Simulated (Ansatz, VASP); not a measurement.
**Two plane-wave programs on Te2Mo**

```
Te Mo
1.0
     3.51212    0.00000    0.00000
    -1.75606    3.04158    0.00000
     0.00000    0.00000   17.28722
Te Mo
2 1
Direct
  0.33333 0.66667 0.10214
  0.33333 0.66667 0.89786
  0.00000 0.00000 0.00000
```

Alike in both runs: task single point; functional PBEsol; k mesh 9 × 9 × 2; occupations fermi-dirac, width 0.05 eV; no spin polarisation.

|  | VASP | Ansatz |
| --- | --- | --- |
| version | VASP 6.6.1 | Ansatz 0.2.0 |
| potentials or method | VASP PAW PBE potentials, release 64 (Te, Mo_sv) | Ansatz PAW |
| plane-wave cutoff (eV) | 520 | 420 |
| valence electrons in the cell | 26 | 46 |

```tsv
	VASP	Ansatz	Ansatz less VASP
gap on the k mesh at the Fermi level (eV)	1.11	1.11	+0.002
least direct gap on the mesh (eV)	1.11	1.11	+0.002
rms of the force components (eV/Å)	0.220	0.204	-0.0158
```

VASP's potentials were made for PBE, not for PBEsol. Atom by atom the forces differ by 0.016 eV/Å (rms over components). With one functional, cell and mesh, what is left measures potentials, basis and numerics. VASP's potentials hold 26 valence electrons a cell and Ansatz's 46, so a difference there can come from the potentials and not from the codes.

Spin-orbit coupling is off throughout. Noted on Ansatz's run: odd divisions of the mesh miss points on the zone boundary, where band edges often lie, so the gap on the mesh can be too wide.
